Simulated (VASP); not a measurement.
**Rh: single point with r2SCAN**

Crystal: Rh.

```
Rh
1.0
    -1.52180    1.52180    1.52180
     1.52180   -1.52180    1.52180
     1.52180    1.52180   -1.52180
Rh
1
Direct
  0.00000 0.00000 0.00000
```

This isn't the form of Rh at room conditions, which is fcc.

```yaml
Program: VASP 6.6.1
Task: single point
Functional: r2SCAN
Potentials_or_basis: VASP PAW PBE potentials, release 64 (Rh_sv_GW)
Cutoff: 680 eV
k_mesh: 20 × 20 × 20
Occupations: gaussian, width 0.05 eV
Spin: no spin polarisation
Dipole_correction: no
Further_INCAR_settings: ALGO = Normal; EDIFF = 1e-06; NBANDS = 14
```

```yaml
Pressure: 0.1 GPa
Band_gap_on_the_k_mesh: zero (an odd number of electrons rules out a gap without spin polarisation)
```

Levels at points of the mesh, in eV from the Fermi level:
| k point | band 6 | band 7 | band 8 | band 9 | band 10 | band 11 |
| --- | --- | --- | --- | --- | --- | --- |
| (0.00, 0.00, 0.00) | -2.89 | -2.89 | -2.89 | -0.46 | -0.46 | 19.13 |
| (0.50, 0.00, 0.00) | -4.44 | -0.49 | -0.10 | 1.58 | 1.70 | 9.81 |
| (0.50, 0.50, 0.50) | -5.93 | 1.19 | 1.19 | 1.19 | 10.04 | 10.04 |

Wall time 87 s on 1 thread of Intel(R) Xeon(R) 6975P-C (Granite Rapids), with other jobs on the host, peak memory 0.23 GiB.

Caveat: the PAW data sets were made with another functional, which shifts forces and pressure a little.
